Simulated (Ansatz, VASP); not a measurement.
## W in VASP and in Ansatz

File POSCAR:

```
W
1.0
   -1.5609593379      1.5609593379      1.5609593379
    1.5609593379     -1.5609593379      1.5609593379
    1.5609593379      1.5609593379     -1.5609593379
W
1
Direct
    0.0000000000      0.0000000000      0.0000000000
```

The input INCAR.step1:

```
SYSTEM = W
PREC     = Accurate       ! precision mode
ENCUT    = 520            ! plane-wave cutoff, eV
EDIFF    = 1E-5           ! SCF threshold, eV
ISMEAR   = -1             ! smearing method
SIGMA    = 0.05           ! smearing width, eV
LREAL    = .False.        ! projectors in reciprocal space
LASPH    = .True.         ! aspherical terms in the spheres
NELM     = 100            ! most SCF steps
ALGO     = Normal         ! electronic algorithm
ISIF     = 2              ! what is computed and relaxed
LWAVE    = .True.         ! write WAVECAR
NBANDS   = 13             ! bands
GGA      = PE             ! functional
```

File INCAR.step2:

```
SYSTEM = W
PREC     = Accurate       ! precision mode
ENCUT    = 520            ! plane-wave cutoff, eV
EDIFF    = 1E-7           ! SCF threshold, eV
ISMEAR   = -1             ! smearing method
SIGMA    = 0.05           ! smearing width, eV
LREAL    = .False.        ! projectors in reciprocal space
LASPH    = .True.         ! aspherical terms in the spheres
NELM     = 100            ! most SCF steps
ALGO     = Normal         ! electronic algorithm
ISIF     = 2              ! what is computed and relaxed
LWAVE    = .False.        ! write WAVECAR
LCHARG   = .True.         ! write CHGCAR
GGA      = PE             ! functional
LHFCALC  = .True.         ! exact exchange
HFSCREEN = 0.2079         ! screening, 1/A
PRECFOCK = Normal       
LELF     = .True.         ! ELF
LVHAR    = .True.       
NBANDS   = 13             ! bands
ISTART   = 1
```

KPOINTS

```
regular mesh
0
Gamma
  8 8 8
  0 0 0
```

The input input:

```
crystal:
  lattice:
    - [-1.5609593379, 1.5609593379, 1.5609593379]
    - [1.5609593379, -1.5609593379, 1.5609593379]
    - [1.5609593379, 1.5609593379, -1.5609593379]
  atoms:
    - { symbol: W, position: [0.0, 0.0, 0.0] }
hamiltonian:
  xc: hse06
  pseudopotentials: { kind: paw }
kpoints:
  mp_grid: { grid: [8, 8, 8] }
scf:
  occupations: { method: fermi_dirac, width: 0.05 }
output:
  forces: true
  stress: true
  eigenvalues: true
  write_density: true
  write_potential: true
  elf: true
  volumetric_format: npy
```

Alike in both runs: task single point; functional HSE06; k mesh 8 × 8 × 8; occupations fermi-dirac, width 0.05 eV; no spin polarisation.

```csv
,VASP,Ansatz
version,VASP 6.6.1,Ansatz 0.2.0
potentials or method,"VASP PAW PBE potentials, release 64 (W_sv)",Ansatz PAW
plane-wave cutoff (eV),520,420
valence electrons in the cell,14,14
```

|  | VASP | Ansatz | Ansatz less VASP |
| --- | --- | --- | --- |
| gap on the k mesh at the Fermi level (eV) | none | none | - |
| pressure (GPa) | 13.7 | 14.1 | +0.36 |

A gap of «none» marks a metal or a gap that the smearing closes. The functional is the same, so the differences come from potentials, cutoffs and numerics.

Neither program's run includes spin-orbit coupling.
